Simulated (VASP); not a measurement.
# Al2Pt (Fm-3m) in VASP: settings compared, part 2 of 2

VASP 6.6.1.

## 5. Single point, r2SCAN

This run uses another cell than the first one, of 18.23 Å³/atom, 1.060 times its volume.

The input, POSCAR:

```
Al2Pt
1.0
    0.0000000000      3.0129558903      3.0129558903
    3.0129558903      0.0000000000      3.0129558903
    3.0129558903      3.0129558903      0.0000000000
Pt Al
1 2
Direct
    0.0000000000      0.0000000000      0.0000000000
    0.7500000000      0.7500000000      0.7500000000
    0.2500000000      0.2500000000      0.2500000000
```

The input, INCAR.step1:

```
SYSTEM = Al2Pt
  ALGO = Normal
  EDIFF = 1E-4
  ENCUT = 520
  GGA = PE
  ISMEAR = -1
  LASPH = .True.
  LCHARG = .False.
  LREAL = .False.
  LWAVE = .True.
  NBANDS = 15
  NELM = 100
  PREC = Accurate
  SIGMA = 0.05
```

The input, INCAR.step2:

```
SYSTEM = Al2Pt
  ALGO = Normal
  EDIFF = 1E-7
  ENCUT = 520
  ISIF = 2
  ISMEAR = -1
  ISTART = 1
  LASPH = .True.
  LCHARG = .True.
  LELF = .True.
  LMIXTAU = .True.
  LREAL = .False.
  LVHAR = .True.
  LWAVE = .False.
  METAGGA = R2SCAN
  NBANDS = 15
  NELM = 100
  PREC = Accurate
  SIGMA = 0.05
```

The input, KPOINTS:

```
k-points
0
Gamma
  8 8 8
  0 0 0
```

Potentials or basis: VASP PAW PBE potentials, release 64 (Pt, Al).

Started as:

```sh
$ cat potpaw_PBE.64/Pt/POTCAR potpaw_PBE.64/Al/POTCAR > POTCAR
$ cp INCAR.step1 INCAR
$ mpirun -np 1 vasp_std > vasp.out
$ cp INCAR.step2 INCAR
$ mpirun -np 1 vasp_std > vasp.out
```

OUTCAR:

```text
SYSTEM = Al2Pt
   EDIFF = 1E-7
   ENCUT = 520
   ISIF = 2
   ISMEAR = -1
   ISTART = 1
   LASPH = .True.
   LREAL = .False.
   METAGGA = R2SCAN
   NELM = 100
   PREC = Accurate

 ion  position               nearest neighbor table
   1  0.000  0.000  0.000-   2 2.61   2 2.61   2 2.61   3 2.61   3 2.61   3 2.61   3 2.61   2 2.61

   2  0.750  0.750  0.750-   1 2.61   1 2.61   1 2.61   1 2.61   3 3.01   3 3.01   3 3.01   3 3.01
                             3 3.01   3 3.01
   3  0.250  0.250  0.250-   1 2.61   1 2.61   1 2.61   1 2.61   2 3.01   2 3.01   2 3.01   2 3.01
                             2 3.01   2 3.01

  LATTYP: Found a face centered cubic cell.
 ALAT       =     6.0259117806

  Lattice vectors:

 A1 = (   0.0000000000,   3.0129558903,   3.0129558903)
 A2 = (   3.0129558903,   0.0000000000,   3.0129558903)
 A3 = (   3.0129558903,   3.0129558903,   0.0000000000)

Analysis of symmetry for initial positions (statically):
=====================================================================
 Subroutine PRICEL returns:
 Original cell was already a primitive cell.

 Routine SETGRP: Setting up the symmetry group for a
 face centered cubic supercell.

 Subroutine GETGRP returns: Found 48 space group operations
 (whereof 48 operations were pure point group operations)
 out of a pool of 48 trial point group operations.

The static configuration has the point symmetry O_h .

Analysis of symmetry for dynamics (positions and initial velocities):
=====================================================================
 Subroutine PRICEL returns:
 Original cell was already a primitive cell.

 Routine SETGRP: Setting up the symmetry group for a
 face centered cubic supercell.

 Subroutine GETGRP returns: Found 48 space group operations
 (whereof 48 operations were pure point group operations)
 out of a pool of 48 trial point group operations.

The dynamic configuration has the point symmetry O_h .

 Subroutine INISYM returns: Found 48 space group operations
 (whereof 48 operations are pure point group operations),
 and found     1 'primitive' translations

----------------------------------------------------------------------------------------

                                     Primitive cell

  volume of cell :      54.7026

  direct lattice vectors                    reciprocal lattice vectors
     0.000000000  3.012955890  3.012955890    -0.165949990  0.165949990  0.165949990
     3.012955890  0.000000000  3.012955890     0.165949990 -0.165949990  0.165949990
     3.012955890  3.012955890  0.000000000     0.165949990  0.165949990 -0.165949990

  length of vectors
     4.260963083  4.260963083  4.260963083     0.287433814  0.287433814  0.287433814

  position of ions in fractional coordinates (direct lattice)
     0.000000000  0.000000000  0.000000000
     0.750000000  0.750000000  0.750000000
     0.250000000  0.250000000  0.250000000

  ion indices of the primitive-cell ions
   primitive index   ion index
                 1           1
                 2           2
                 3           3

----------------------------------------------------------------------------------------

 KPOINTS: k-points

Automatic generation of k-mesh.
 Grid dimensions read from file:
 generate k-points for:    8    8    8

 Generating k-lattice:
[... 24 lines left out ...]
  0.125000  0.125000  0.000000      6.000000
[... 16 lines left out ...]
  0.500000  0.250000  0.125000     48.000000
 -0.375000  0.250000  0.125000     24.000000
 [... further k-points ...]
   k-points           NKPTS =     29   k-points in BZ     NKDIM =     29   number of bands    NBANDS=     15
   number of dos      NEDOS =    301   number of ions     NIONS =      3
   total plane-waves  NPLWV =  32768
   dimension x,y,z NGX =    32 NGY =   32 NGZ =   32
   dimension x,y,z NGXF=    64 NGYF=   64 NGZF=   64
   ions per type =               1   2
   NGX,Y,Z   is equivalent  to a cutoff of  12.49, 12.49, 12.49 a.u.
   NGXF,Y,Z  is equivalent  to a cutoff of  24.97, 24.97, 24.97 a.u.
 SYSTEM =  Al2Pt
   PREC   = accura    normal or accurate (medium, high low for compatibility)
   ISTART =      1    job   : 0-new  1-cont  2-samecut
   ICHARG =      0    charge: 1-file 2-atom 10-const
   ISPIN  =      1    spin polarized calculation?
   LNONCOLLINEAR =      F non collinear calculations
   LSORBIT =      F    spin-orbit coupling
   LASPH  =      T    aspherical Exc in radial PAW
   ENCUT  =  520.0 eV  38.22 Ry    6.18 a.u.   7.92  7.92  7.92*2*pi/ulx,y,z
   NELM   =    100;   NELMIN=  2; NELMDL=  0     # of ELM steps
   EDIFF  = 0.1E-06   stopping-criterion for ELM
   LREAL  =      F    real-space projection
   EDIFFG = 0.1E-05   stopping-criterion for IOM
   NSW    =      0    number of steps for IOM
   IBRION =     -1    ionic relax: 0-MD 1-quasi-New 2-CG
   NFREE  =      0    steps in history (QN), initial steepest desc. (CG)
   ISIF   =      2    stress and relaxation
   ISYM   =      2    0-nonsym 1-usesym 2-fastsym
   POTIM  = 0.5000    time-step for ionic-motion
   TEBEG  =    0.0;   TEEND  =   0.0 temperature during run
   PSTRESS=    0.0 pullay stress
   NELECT =      16.0000    total number of electrons
   NUPDOWN=      -1.0000    fix difference up-down
   EMIN   =  10.00;   EMAX   =-10.00  energy-range for DOS
   EFERMI =   0.00;   METHOD = LEGACY
   ISMEAR =    -1;   SIGMA  =   0.05  broadening in eV -4-tet -1-fermi 0-gaus
   EFERMI_NEDOS =   21; number of points for ismear=-14 and -15
   IALGO  =     38    algorithm
   IMIX   =      4    mixing-type and parameters
     AMIX     =   0.40;   BMIX     =  1.00
     AMIX_MAG =   1.60;   BMIX_MAG =  1.00
  volume/ion in A,a.u.               =      18.23       123.05
  Fermi-wavevector in a.u.,A,eV,Ry     =   1.086706  2.053577 16.067526  1.180930
  Thomas-Fermi vector in A             =   2.222849
   LORBIT       =      0    0 simple, 1 ext, 2 COOP (PROOUT), +10 PAW based schemes
   METAGGA = R2SCAN    functional components
   LHFCALC =     F    Hartree Fock is set to
   AEXX    =    0.0000 exact exchange contribution
   IVDW    =     0    specifies the selected vdW correction
   LEPSILON=     F    determine dielectric tensor
   LRPA    =     F    only Hartree local field effects (RPA)
 non-spin polarized calculation
  energy-cutoff  :      520.00
  volume of cell :       54.70
 maximum number of plane-waves:      1480
   NGX = 15   NGY = 15   NGZ = 15

 number of electron      16.0000001 magnetization

 Free energy of the ion-electron system (eV)
  ---------------------------------------------------
  ext. energy  EPLUGINS =         0.00000000
  ---------------------------------------------------
  free energy    TOTEN  =       -67.81079518 eV

  energy without entropy =      -67.79785428  energy(sigma->0) =      -67.80432473

 E-fermi :   7.0896     XC(G=0): -11.1911

 val. band max:        7.0098150357   @ k =   0.3750   0.2500   0.0000
 cond. band min:       7.0988490035   @ k =   0.2500   0.2500   0.0000
 fundamental gap:      0.0890339677
 Fermi energy:         7.0895870002

 k-point     1 :       0.0000    0.0000    0.0000
  band No.  band energies     occupation
      1      -3.2081      2.00000
      2       2.1146      2.00000
      3       2.1146      2.00000
      4       2.1146      2.00000
      5       3.4638      2.00000
      6       3.4638      2.00000
      7      10.3181      0.00000
      8      11.0441      0.00000
      9      11.0441      0.00000
     10      11.0441      0.00000
     11      12.5637      0.00000
     12      12.5637      0.00000
     13      12.5637      0.00000
     14      13.8097      0.00000
[... 401 lines left out ...]
      2       1.0590      2.00000
      3       2.3055      2.00000
      4       2.7663      2.00000
      5       2.9754      2.00000
      6       3.6604      2.00000
      7       3.9071      2.00000
      8       6.1236      2.00000
      9       7.2520      0.07478
     10      11.2427      0.00000
     11      12.4382      0.00000
     12      14.2077      0.00000
     13      14.6931      0.00000
     14      15.8226      0.00000
     15      16.2251      0.00000

 [... further k-points ...]
[... 5 lines left out ...]
  --------------------------------------------------------------------------------------
  -------------------------------------------------------------------------------------
  Total       -2.6683874     -2.6683874     -2.6683874      0.0000000      0.0000000      0.0000000
  in kB      -78.1539887    -78.1539887    -78.1539887      0.0000000      0.0000000      0.0000000
  external PRESSURE =     -78.1539887 kB  Pullay stress =       0.0000000 kB

 VOLUME and BASIS-vectors are now :
 -----------------------------------------------------------------------------
  energy-cutoff  :      520.00
  volume of cell :       54.70
      direct lattice vectors                 reciprocal lattice vectors
     0.000000000  3.012955890  3.012955890    -0.165949990  0.165949990  0.165949990
     3.012955890  0.000000000  3.012955890     0.165949990 -0.165949990  0.165949990
     3.012955890  3.012955890  0.000000000     0.165949990  0.165949990 -0.165949990

 POSITION                                       TOTAL-FORCE (eV/Angst)
 -----------------------------------------------------------------------------------
      0.00000      0.00000      0.00000        -0.000000     -0.000000      0.000000
      4.51943      4.51943      4.51943         0.000000      0.000000      0.000000
      1.50648      1.50648      1.50648        -0.000000     -0.000000     -0.000000
 -----------------------------------------------------------------------------------
    total drift:                                0.000000     -0.000000      0.000000

  FREE ENERGIE OF THE ION-ELECTRON SYSTEM (eV)
  ---------------------------------------------------
  free  energy   TOTEN  =       -67.8107951776 eV

  energy  without entropy=      -67.7978542767  energy(sigma->0) =      -67.80432473
```

Wall time 84 s (1 thread of Intel Xeon Platinum 8259CL at 2.50GHz (Skylake/Cascade Lake), shared host); peak memory 0.19 GiB.

What came out:

| Property | Result |
| --- | --- |
| Free energy | -67.8108 eV |
| Pressure | -7.8 GPa |
| Band gap on the k mesh | zero (band 8 reaches 11.04 eV, above the bottom of band 9 at 5.52 eV) |

Levels at points of the mesh, in eV from the Fermi level:
```tsv
k point	band 6	band 7	band 8	band 9	band 10	band 11
(0.00, 0.00, 0.00)	-3.63	3.23	3.95	3.95	3.95	5.47
(0.50, 0.00, 0.00)	-3.40	-3.40	1.07	1.07	4.22	5.31
(0.50, 0.50, 0.00)	-3.39	-3.14	-1.57	-1.57	3.17	3.66
```

Caveat: the PAW data sets were made with another functional, which shifts forces and pressure a little; spin-orbit coupling is left out, which moves the levels of the heavy elements.

## 6. Single point, LDA

This run uses another cell than the first one, of 16.17 Å³/atom, 0.940 times its volume.

The input, INCAR:

```
PREC = Accurate
ENCUT = 520
EDIFF = 1E-6
ISMEAR = -1
SIGMA = 0.05
LREAL = False
LASPH = True
NELM = 80
ALGO = Fast
ISIF = 2
LWAVE = False
LCHARG = True
LELF = True
LVHAR = True
NBANDS = 15
```

The input, KPOINTS:

```
Automatic mesh
0
Gamma
  8 8 8
```

The input, POSCAR:

```
Al2Pt
1.0
    0.0000000000      2.8946769513      2.8946769513
    2.8946769513      0.0000000000      2.8946769513
    2.8946769513      2.8946769513      0.0000000000
Pt Al
1 2
Direct
    0.0000000000      0.0000000000      0.0000000000
    0.7500000000      0.7500000000      0.7500000000
    0.2500000000      0.2500000000      0.2500000000
```

Potentials or basis: VASP PAW LDA potentials, release 64 (Pt, Al).

Started as:

```sh
$ cat potpaw_LDA.64/Pt/POTCAR potpaw_LDA.64/Al/POTCAR > POTCAR
$ mpirun -np 1 vasp_std > vasp.out
```

OUTCAR:

```text
PREC = Accurate
   ENCUT = 520
   EDIFF = 1E-6
   ISMEAR = -1
   LREAL = False
   LASPH = True
   NELM = 80
   ISIF = 2

 ion  position               nearest neighbor table
   1  0.000  0.000  0.000-   2 2.51   3 2.51   2 2.51   2 2.51   2 2.51   3 2.51   3 2.51   3 2.51

   2  0.750  0.750  0.750-   1 2.51   1 2.51   1 2.51   1 2.51   3 2.89   3 2.89   3 2.89   3 2.89
                             3 2.89   3 2.89
   3  0.250  0.250  0.250-   1 2.51   1 2.51   1 2.51   1 2.51   2 2.89   2 2.89   2 2.89   2 2.89
                             2 2.89   2 2.89

  LATTYP: Found a face centered cubic cell.
 ALAT       =     5.7893539026

  Lattice vectors:

 A1 = (   0.0000000000,   2.8946769513,   2.8946769513)
 A2 = (   2.8946769513,   0.0000000000,   2.8946769513)
 A3 = (   2.8946769513,   2.8946769513,   0.0000000000)

Analysis of symmetry for initial positions (statically):
=====================================================================
 Subroutine PRICEL returns:
 Original cell was already a primitive cell.

 Routine SETGRP: Setting up the symmetry group for a
 face centered cubic supercell.

 Subroutine GETGRP returns: Found 48 space group operations
 (whereof 48 operations were pure point group operations)
 out of a pool of 48 trial point group operations.

[... 176 lines left out ...]
      4       3.0492      2.00000
      5       4.4846      2.00000
      6       4.4846      2.00000
      7      11.7566      0.00000
      8      12.3350      0.00000
      9      12.3350      0.00000
     10      12.3350      0.00000
     11      14.2205      0.00000
     12      14.2205      0.00000
     13      14.2205      0.00000
     14      14.9691      0.00000
[... 401 lines left out ...]
      2       2.1169      2.00000
      3       3.2092      2.00000
      4       3.7426      2.00000
      5       4.0595      2.00000
      6       4.7161      2.00000
      7       5.0208      2.00000
      8       7.4696      2.00000
      9       8.5857      0.10202
     10      12.4454      0.00000
     11      13.9561      0.00000
     12      15.5399      0.00000
     13      15.9376      0.00000
     14      17.1141      0.00000
     15      17.8740      0.00000

 [... further k-points ...]
[... 5 lines left out ...]
  --------------------------------------------------------------------------------------
  -------------------------------------------------------------------------------------
  Total        1.7120612      1.7120612      1.7120612     -0.0000000      0.0000000     -0.0000000
  in kB       56.5456966     56.5456966     56.5456966     -0.0000000      0.0000000     -0.0000000
  external PRESSURE =      56.5456966 kB  Pullay stress =       0.0000000 kB

 VOLUME and BASIS-vectors are now :
 -----------------------------------------------------------------------------
  energy-cutoff  :      520.00
  volume of cell :       48.51
      direct lattice vectors                 reciprocal lattice vectors
     0.000000000  2.894676951  2.894676951    -0.172730846  0.172730846  0.172730846
     2.894676951  0.000000000  2.894676951     0.172730846 -0.172730846  0.172730846
     2.894676951  2.894676951  0.000000000     0.172730846  0.172730846 -0.172730846

 POSITION                                       TOTAL-FORCE (eV/Angst)
 -----------------------------------------------------------------------------------
      0.00000      0.00000      0.00000        -0.000000     -0.000000     -0.000000
      4.34202      4.34202      4.34202         0.000000      0.000000     -0.000000
      1.44734      1.44734      1.44734        -0.000000     -0.000000      0.000000
 -----------------------------------------------------------------------------------
    total drift:                                0.000000     -0.000000     -0.000000

  FREE ENERGIE OF THE ION-ELECTRON SYSTEM (eV)
  ---------------------------------------------------
  free  energy   TOTEN  =       -18.5583721948 eV

  energy  without entropy=      -18.5465207880  energy(sigma->0) =      -18.55244649
```

OSZICAR:

```text
N       E                     dE             d eps       ncg     rms          rms(c)
DAV:   1     0.487711032456E+02    0.48771E+02   -0.66257E+03   878   0.913E+02
DAV:   2    -0.176440448581E+02   -0.66415E+02   -0.58316E+02  1059   0.171E+02
DAV:   3    -0.192250130761E+02   -0.15810E+01   -0.15711E+01  1143   0.253E+01
DAV:   4    -0.192360381641E+02   -0.11025E-01   -0.11024E-01  1031   0.251E+00
DAV:   5    -0.192361901335E+02   -0.15197E-03   -0.15197E-03  1116   0.299E-01    0.959E+00
RMM:   6    -0.186968442188E+02    0.53935E+00   -0.15756E+00   875   0.804E+00    0.251E+00
RMM:   7    -0.185968579995E+02    0.99986E-01   -0.92779E-02   877   0.199E+00    0.172E+00
RMM:   8    -0.185582368566E+02    0.38621E-01   -0.36429E-02   895   0.140E+00    0.228E-01
RMM:   9    -0.185583574325E+02   -0.12058E-03   -0.56538E-03   960   0.525E-01    0.185E-01
RMM:  10    -0.185583827018E+02   -0.25269E-04   -0.14160E-03   947   0.255E-01    0.527E-02
RMM:  11    -0.185583707362E+02    0.11966E-04   -0.39320E-04   977   0.128E-01    0.294E-02
RMM:  12    -0.185583749090E+02   -0.41728E-05   -0.84911E-05  1019   0.538E-02    0.326E-02
RMM:  13    -0.185583758152E+02   -0.90623E-06   -0.14854E-05   904   0.225E-02    0.425E-02
RMM:  14    -0.185583727436E+02    0.30716E-05   -0.57643E-06   851   0.152E-02    0.226E-02
RMM:  15    -0.185583721948E+02    0.54876E-06   -0.14775E-06   563   0.746E-03
   1 F= -.18558372E+02 E0= -.18552446E+02  d E =-.118514E-01
```

stdout:

```text
POSCAR found type information on POSCAR PtAl
 POSCAR found :  2 types and       3 ions
 scaLAPACK will be used
 LDA part: xc-table for (Slater(with rela. corr.)+CA(PZ))
 , standard interpolation
 POSCAR, INCAR and KPOINTS ok, starting setup
 FFT: planning ... GRIDC
 FFT: planning ... GRID_SOFT
 FFT: planning ... GRID
 WAVECAR not read
 entering main loop
```

Run time: 14 s. Hardware: 1 thread of Intel Xeon Platinum 8488C (Sapphire Rapids), shared host; peak memory 0.15 GiB.

Results:

| Item | Value |
| --- | --- |
| Free energy | -18.5584 eV |
| Pressure | 5.7 GPa |
| Band gap on the k mesh | zero (band 8 reaches 12.34 eV, above the bottom of band 9 at 6.75 eV) |

Caveat: spin-orbit coupling is left out, which moves the levels of the heavy elements.

## 7. The runs side by side

```csv
level,potentials or basis,cell,gap on the mesh (eV),pressure (GPa)
r2SCAN,"VASP PAW PBE potentials, release 64 (Pt, Al)","a = 4.179 Å, angles 60.0°, 3 atoms",none,-0.7
r2SCAN,"VASP PAW PBE potentials, release 64 (Pt, Al)","a = 4.207 Å, angles 60.0°, 3 atoms",none,-3.3
r2SCAN,"VASP PAW PBE potentials, release 64 (Pt, Al)","a = 4.234 Å, angles 60.0°, 3 atoms",none,-5.7
r2SCAN,"VASP PAW PBE potentials, release 64 (Pt, Al)","a = 4.261 Å, angles 60.0°, 3 atoms",none,-7.8
LDA,"VASP PAW LDA potentials, release 64 (Pt, Al)","a = 4.094 Å, angles 60.0°, 3 atoms",none,5.7
```

Alike in all rows: task single point; no spin polarisation; k mesh 8 × 8 × 8; cutoff (eV) 520; smearing fermi-dirac 0.05 eV.

Caveats: spin-orbit coupling is left out, which moves the levels of the heavy elements; the PAW data sets were made with another functional, which shifts forces and pressure a little (some runs).

Absolute energies hang on the potentials; compare differences alone.
